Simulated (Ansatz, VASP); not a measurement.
## CsBr: VASP beside Ansatz

```xyz
2
Lattice="4.3893 0.0000 0.0000 0.0000 4.3893 0.0000 0.0000 0.0000 4.3893" Properties=species:S:1:pos:R:3 pbc="T T T"
Cs    0.0000    0.0000    0.0000
Br    2.1947    2.1947    2.1947
```

Alike in both runs: task electric field gradients; functional PBE; k mesh 7 × 7 × 7; occupations fermi-dirac, width 0.02 eV; no spin polarisation.

```csv
,VASP,Ansatz
version,VASP 6.6.1,Ansatz 0.2.0
potentials or method,"VASP PAW PBE potentials, release 64 (Cs_sv, Br)","PAW with Ansatz's default frozen-core files, scalar-relativistic"
plane-wave cutoff (eV),400,420
valence electrons in the cell,16,16
```

|  | VASP | Ansatz | Ansatz less VASP |
| --- | --- | --- | --- |
| gap on the k mesh at the Fermi level (eV) | 4.26 | 4.27 | +0.011 |
| pressure (GPa) | 0.0 | 0.0 | -0.01 |

Spin-orbit coupling is off throughout.
